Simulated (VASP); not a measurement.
# CsCl (Pm-3m) in VASP: single point with PBE

Aim: the single point of CsCl with PBE.

All numbers are computed with VASP 6.6.1; they aren't measurements. Logs are shortened: lines on timing, memory, paths and dates and some standing lists are left out, and cuts for length are marked.

### 1 The cell of the first run

The structure is cubic, space group Pm-3m (No. 221). The conventional cell has a = 4.123 Å, b = 4.123 Å, c = 4.123 Å, α = 90.00°, β = 90.00°, γ = 90.00°. Within 4.7 Å of Cs (site symmetry m-3m) lie 8 Cl at 3.57 Å and 6 Cs at 4.12 Å. Cl (site symmetry m-3m) has 8 Cs at 3.57 Å and 6 Cl at 4.12 Å within 4.7 Å.

### 2 Single point, PBE

Input file INCAR:

```
PREC = Accurate
ENCUT = 520
EDIFF = 1E-6
ISMEAR = 0
SIGMA = 0.05
LREAL = F
LASPH = T
NELM = 60
ALGO = Normal
ISIF = 2
LWAVE = F
LCHARG = T
GGA = PE
LELF = T
LVHAR = T
NBANDS = 15
```

Input file KPOINTS:

```
Automatic mesh
0
Gamma
  6 6 6
```

Input file POSCAR:

```
CsCl
1.0
    4.1230000000      0.0000000000      0.0000000000
    0.0000000000      4.1230000000      0.0000000000
    0.0000000000      0.0000000000      4.1230000000
Cs Cl
1 1
Direct
    0.0000000000      0.0000000000      0.0000000000
    0.5000000000      0.5000000000      0.5000000000
```

Potentials or basis: VASP PAW PBE potentials, release 64 (Cs_sv, Cl).

The run is started by

```console
$ cat potpaw_PBE.64/Cs_sv/POTCAR potpaw_PBE.64/Cl/POTCAR > POTCAR
$ mpirun -np 1 vasp_std > vasp.out
```

OUTCAR:

```text
PREC = Accurate
   ENCUT = 520
   EDIFF = 1E-6
   ISMEAR = 0
   LREAL = F
   LASPH = T
   NELM = 60
   ISIF = 2
   GGA = PE

 ion  position               nearest neighbor table
   1  0.000  0.000  0.000-
   2  0.500  0.500  0.500-

  LATTYP: Found a simple cubic cell.
 ALAT       =     4.1230000000

  Lattice vectors:

 A1 = (   4.1230000000,   0.0000000000,   0.0000000000)
 A2 = (   0.0000000000,   4.1230000000,   0.0000000000)
 A3 = (   0.0000000000,   0.0000000000,   4.1230000000)

Analysis of symmetry for initial positions (statically):
=====================================================================
 Subroutine PRICEL returns:
 Original cell was already a primitive cell.

 Routine SETGRP: Setting up the symmetry group for a
 simple cubic supercell.

 Subroutine GETGRP returns: Found 48 space group operations
 (whereof 48 operations were pure point group operations)
 out of a pool of 48 trial point group operations.

The static configuration has the point symmetry O_h .

Analysis of symmetry for dynamics (positions and initial velocities):
=====================================================================
 Subroutine PRICEL returns:
 Original cell was already a primitive cell.

 Routine SETGRP: Setting up the symmetry group for a
 simple cubic supercell.

 Subroutine GETGRP returns: Found 48 space group operations
 (whereof 48 operations were pure point group operations)
 out of a pool of 48 trial point group operations.

The dynamic configuration has the point symmetry O_h .

 Subroutine INISYM returns: Found 48 space group operations
 (whereof 48 operations are pure point group operations),
 and found     1 'primitive' translations

----------------------------------------------------------------------------------------

                                     Primitive cell

  volume of cell :      70.0874

  direct lattice vectors                    reciprocal lattice vectors
     4.123000000  0.000000000  0.000000000     0.242541838  0.000000000  0.000000000
     0.000000000  4.123000000  0.000000000     0.000000000  0.242541838  0.000000000
     0.000000000  0.000000000  4.123000000     0.000000000  0.000000000  0.242541838

  length of vectors
     4.123000000  4.123000000  4.123000000     0.242541838  0.242541838  0.242541838

  position of ions in fractional coordinates (direct lattice)
     0.000000000  0.000000000  0.000000000
     0.500000000  0.500000000  0.500000000

  ion indices of the primitive-cell ions
   primitive index   ion index
                 1           1
                 2           2

----------------------------------------------------------------------------------------

 KPOINTS: Automatic mesh

Automatic generation of k-mesh.
 Grid dimensions read from file:
 generate k-points for:    6    6    6

 Generating k-lattice:

  Cartesian coordinates                     Fractional coordinates (reciprocal lattice)
     0.040423640  0.000000000  0.000000000     0.166666667  0.000000000  0.000000000
     0.000000000  0.040423640  0.000000000     0.000000000  0.166666667  0.000000000
     0.000000000  0.000000000  0.040423640     0.000000000  0.000000000  0.166666667

  Length of vectors
     0.040423640  0.040423640  0.040423640

  Shift w.r.t. Gamma in fractional coordinates (k-lattice)
     0.000000000  0.000000000  0.000000000

 Subroutine IBZKPT returns following result:
 ===========================================

 Found     20 irreducible k-points:

 Following reciprocal coordinates:
            Coordinates               Weight
  0.000000  0.000000  0.000000      1.000000
  0.166667  0.000000  0.000000      6.000000
  0.333333  0.000000  0.000000      6.000000
  0.500000  0.000000  0.000000      3.000000
  0.166667  0.166667  0.000000     12.000000
  0.333333  0.166667  0.000000     24.000000
[... 12 lines left out ...]
  0.500000  0.500000  0.333333      6.000000
  0.500000  0.500000  0.500000      1.000000
   k-points           NKPTS =     20   k-points in BZ     NKDIM =     20   number of bands    NBANDS=     15
   number of dos      NEDOS =    301   number of ions     NIONS =      2
   total plane-waves  NPLWV =  32768
   dimension x,y,z NGX =    32 NGY =   32 NGZ =   32
   dimension x,y,z NGXF=    64 NGYF=   64 NGZF=   64
   ions per type =               1   1
   NGX,Y,Z   is equivalent  to a cutoff of  12.90, 12.90, 12.90 a.u.
   NGXF,Y,Z  is equivalent  to a cutoff of  25.81, 25.81, 25.81 a.u.
 SYSTEM =  unknown system
   PREC   = accura    normal or accurate (medium, high low for compatibility)
   ISTART =      0    job   : 0-new  1-cont  2-samecut
   ICHARG =      2    charge: 1-file 2-atom 10-const
   ISPIN  =      1    spin polarized calculation?
   LNONCOLLINEAR =      F non collinear calculations
   LSORBIT =      F    spin-orbit coupling
   LASPH  =      T    aspherical Exc in radial PAW
   ENCUT  =  520.0 eV  38.22 Ry    6.18 a.u.   7.67  7.67  7.67*2*pi/ulx,y,z
   NELM   =     60;   NELMIN=  2; NELMDL= -5     # of ELM steps
   EDIFF  = 0.1E-05   stopping-criterion for ELM
   LREAL  =      F    real-space projection
   EDIFFG = 0.1E-04   stopping-criterion for IOM
   NSW    =      0    number of steps for IOM
   IBRION =     -1    ionic relax: 0-MD 1-quasi-New 2-CG
   NFREE  =      0    steps in history (QN), initial steepest desc. (CG)
   ISIF   =      2    stress and relaxation
   ISYM   =      2    0-nonsym 1-usesym 2-fastsym
   POTIM  = 0.5000    time-step for ionic-motion
   TEBEG  =    0.0;   TEEND  =   0.0 temperature during run
   PSTRESS=    0.0 pullay stress
   NELECT =      16.0000    total number of electrons
   NUPDOWN=      -1.0000    fix difference up-down
   EMIN   =  10.00;   EMAX   =-10.00  energy-range for DOS
   EFERMI =   0.00;   METHOD = LEGACY
   ISMEAR =     0;   SIGMA  =   0.05  broadening in eV -4-tet -1-fermi 0-gaus
   EFERMI_NEDOS =   21; number of points for ismear=-14 and -15
   IALGO  =     38    algorithm
   IMIX   =      4    mixing-type and parameters
     AMIX     =   0.40;   BMIX     =  1.00
     AMIX_MAG =   1.60;   BMIX_MAG =  1.00
  volume/ion in A,a.u.               =      35.04       236.49
  Fermi-wavevector in a.u.,A,eV,Ry     =   1.000541  1.890748 13.620547  1.001082
  Thomas-Fermi vector in A             =   2.132904
   LORBIT       =      0    0 simple, 1 ext, 2 COOP (PROOUT), +10 PAW based schemes
   GGA     = PE    functional components
   LHFCALC =     F    Hartree Fock is set to
   AEXX    =    0.0000 exact exchange contribution
   IVDW    =     0    specifies the selected vdW correction
   LEPSILON=     F    determine dielectric tensor
   LRPA    =     F    only Hartree local field effects (RPA)
 non-spin polarized calculation
 Gauss-broadening in eV      SIGMA  =   0.05
  energy-cutoff  :      520.00
  volume of cell :       70.09
 maximum number of plane-waves:      1924
 NGX is ok and might be reduce to    32
   NGX = 15   NGY = 15   NGZ = 15

 number of electron      16.0000004 magnetization

 Free energy of the ion-electron system (eV)
  ---------------------------------------------------
  ext. energy  EPLUGINS =         0.00000000
  ---------------------------------------------------
  free energy    TOTEN  =        -6.52703088 eV

  energy without entropy =       -6.52703088  energy(sigma->0) =       -6.52703088

 E-fermi :  -0.0969     XC(G=0):  -8.2570

 val. band max:       -0.3164297934   @ k =   0.0000   0.0000   0.0000
 cond. band min:       4.9442031172   @ k =   0.0000   0.0000   0.0000
 fundamental gap:      5.2606329107
 Fermi energy:        -0.0969001554

 k-point     1 :       0.0000    0.0000    0.0000
  band No.  band energies     occupation
      1     -19.6986      2.00000
      2     -12.4941      2.00000
      3      -6.1855      2.00000
      4      -6.1855      2.00000
      5      -6.1855      2.00000
      6      -0.3164      2.00000
      7      -0.3164      2.00000
      8      -0.3164      2.00000
      9       4.9442      0.00000
     10       5.0781      0.00000
     11       5.0781      0.00000
     12       9.7113      0.00000
     13       9.7113      0.00000
     14       9.7113      0.00000
     15      12.8906      0.00000

 k-point     2 :       0.1667    0.0000    0.0000
  band No.  band energies     occupation
      1     -19.6784      2.00000
      2     -12.5040      2.00000
      3      -6.3330      2.00000
      4      -6.1512      2.00000
      5      -6.1512      2.00000
      6      -0.6633      2.00000
      7      -0.3733      2.00000
      8      -0.3733      2.00000
      9       5.2627      0.00000
     10       5.5423      0.00000
     11       5.7569      0.00000
     12       9.4980      0.00000
     13       9.4980      0.00000
     14       9.8682      0.00000
     15      11.4518      0.00000

 k-point     3 :       0.3333    0.0000    0.0000
  band No.  band energies     occupation
      1     -19.6374      2.00000
      2     -12.5268      2.00000
      3      -6.5961      2.00000
      4      -6.0803      2.00000
      5      -6.0803      2.00000
      6      -1.2361      2.00000
      7      -0.4918      2.00000
      8      -0.4918      2.00000
      9       5.7426      0.00000
     10       6.6653      0.00000
     11       7.4581      0.00000
     12       9.2442      0.00000
     13       9.2442      0.00000
     14       9.7404      0.00000
     15      10.2587      0.00000
[... 271 lines left out ...]
 k-point    19 :       0.5000    0.5000    0.3333
  band No.  band energies     occupation
      1     -19.4976      2.00000
      2     -12.3479      2.00000
      3      -6.7808      2.00000
      4      -6.7808      2.00000
      5      -6.5419      2.00000
      6      -1.2460      2.00000
      7      -1.2460      2.00000
      8      -1.1896      2.00000
      9       7.5212      0.00000
     10       7.9820      0.00000
     11       7.9820      0.00000
     12       8.4245      0.00000
     13      10.6184      0.00000
     14      10.6184      0.00000
     15      12.0721      0.00000

 k-point    20 :       0.5000    0.5000    0.5000
  band No.  band energies     occupation
      1     -19.4810      2.00000
      2     -12.3274      2.00000
      3      -6.7173      2.00000
      4      -6.7173      2.00000
      5      -6.7173      2.00000
      6      -1.4126      2.00000
      7      -1.4126      2.00000
      8      -1.4126      2.00000
      9       8.1783      0.00000
     10       8.1783      0.00000
     11       8.1783      0.00000
     12      10.2121      0.00000
     13      10.2121      0.00000
     14      10.2121      0.00000
     15      12.1296      0.00000

------------------------ aborting loop because EDIFF is reached ----------------------------------------

  FORCE on cell =-STRESS in cart. coord.  units (eV):
  Direction    XX          YY          ZZ          XY          YZ          ZX
  --------------------------------------------------------------------------------------
  -------------------------------------------------------------------------------------
  Total        0.4503537      0.4503537      0.4503537      0.0000000     -0.0000000      0.0000000
  in kB       10.2949512     10.2949512     10.2949512      0.0000000     -0.0000000      0.0000000
  external PRESSURE =      10.2949512 kB  Pullay stress =       0.0000000 kB

 VOLUME and BASIS-vectors are now :
 -----------------------------------------------------------------------------
  energy-cutoff  :      520.00
  volume of cell :       70.09
      direct lattice vectors                 reciprocal lattice vectors
     4.123000000  0.000000000  0.000000000     0.242541838  0.000000000  0.000000000
     0.000000000  4.123000000  0.000000000     0.000000000  0.242541838  0.000000000
     0.000000000  0.000000000  4.123000000     0.000000000  0.000000000  0.242541838

 POSITION                                       TOTAL-FORCE (eV/Angst)
 -----------------------------------------------------------------------------------
      0.00000      0.00000      0.00000         0.000000      0.000000      0.000000
      2.06150      2.06150      2.06150         0.000000      0.000000      0.000000
 -----------------------------------------------------------------------------------
    total drift:                                0.000000      0.000000     -0.000000

  FREE ENERGIE OF THE ION-ELECTRON SYSTEM (eV)
  ---------------------------------------------------
  free  energy   TOTEN  =        -6.5270308834 eV

  energy  without entropy=       -6.5270308834  energy(sigma->0) =       -6.52703088
```

Wall time 6.7 s (1 thread of Intel Xeon 6975P-C (Granite Rapids), shared host); peak memory 0.18 GiB.

Results:

```
Free energy            : -6.5270 eV
Pressure               : 1.0 GPa
Band gap on the k mesh : 5.26 eV, direct
```

Caveat: spin-orbit coupling is left out, which moves the levels of the heavy elements.
